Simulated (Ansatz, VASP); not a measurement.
Two plane-wave programs on ZnSe

```xyz
2
Lattice="0.0000 2.8324 2.8324 2.8324 0.0000 2.8324 2.8324 2.8324 0.0000" Properties=species:S:1:pos:R:3 pbc="T T T"
Zn    0.0000    0.0000    0.0000
Se    1.4162    1.4162    1.4162
```

Alike in both runs: task relaxation of cell and atoms; functional LDA; k mesh 8 × 8 × 8; occupations gaussian, width 0.02 eV; no spin polarisation.

|  | VASP | Ansatz |
| --- | --- | --- |
| version | VASP 6.6.1 | Ansatz 0.2.0 |
| potentials or method | VASP PAW LDA potentials, release 64 (Zn, Se), cutoff 600 eV | scalar-relativistic, plane waves, PAW |
| valence electrons in the cell | 18 | 28 |

```csv
,VASP,Ansatz,Ansatz less VASP
"gap on the k mesh at the Fermi level, each at its own relaxed structure (eV)",1.27,1.25,-0.021
relaxed volume (Å³/atom),21.67,21.57,-0.100
relaxed cell length with the largest relative difference (Å),3.943,3.937,-0.0061
```

LDA's correlation is that of Perdew and Zunger in VASP and of Perdew and Wang (1992) in Ansatz. VASP's potentials hold 18 valence electrons a cell and Ansatz's 28, so a difference there can come from the potentials and not from the codes.
